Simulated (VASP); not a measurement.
## InSe2: single point with PBE

The system is InSe2.

```
In Se
1.0
     3.89489    0.00000    0.00000
     0.00000    3.89489    0.00000
     0.00000    0.00000    9.62623
In Se
2 4
Direct
  0.00000 0.50000 0.70647
  0.50000 0.00000 0.29353
  0.00000 0.50000 0.36621
  0.50000 0.00000 0.63379
  0.00000 0.00000 0.00000
  0.50000 0.50000 0.00000
```

- Program: VASP 6.6.1
- Task: single point
- Functional: PBE
- Potentials or basis: VASP PAW PBE potentials, release 64 (In_d, Se)
- Cutoff: 520 eV
- k mesh: 8 × 8 × 4
- Occupations: gaussian, width 0.1 eV
- Spin: no spin polarisation
- Dipole correction: no
- Further INCAR settings: ALGO = Normal; EDIFF = 1e-06; NBANDS = 34

```
Pressure               : -0.1 GPa
Largest force          : 0.108 eV/Å
Band gap on the k mesh : zero (band 25 reaches 5.69 eV, above the bottom of band 26 at 3.66 eV)
```

Forces in eV/Å, atoms in the order of the input:
```
In   0.000  0.000 -0.108
In   0.000  0.000  0.108
Se   0.000  0.000 -0.005
Se   0.000  0.000  0.005
Se   0.000  0.000  0.000
Se   0.000  0.000  0.000
```

Stress tensor (GPa, compression positive):
```
-0.47  0.00  0.00
 0.00 -0.47  0.00
 0.00  0.00  0.53
```

Levels at points of the mesh, in eV from the Fermi level:
```tsv
k point	band 23	band 24	band 25	band 26	band 27	band 28
(0.00, 0.00, 0.00)	-1.55	-1.55	0.30	0.73	2.95	2.95
(0.50, 0.00, 0.00)	-1.16	-1.16	-0.81	-0.81	1.86	1.86
(0.50, 0.50, 0.00)	-1.40	-1.40	-0.90	-0.90	2.86	2.86
(0.00, 0.00, 0.50)	-1.49	-1.02	0.30	0.79	2.22	2.95
(0.50, 0.00, 0.50)	-0.83	-0.83	-0.82	-0.82	1.32	1.32
(0.50, 0.50, 0.50)	-1.64	-1.64	-1.27	-1.27	3.68	3.68
```

Wall time 3.7 min on 1 thread of Intel Xeon 6975P-C, with other jobs on the host, peak memory 0.35 GiB.

Caveat: spin-orbit coupling is left out, which moves the levels of the heavy elements.
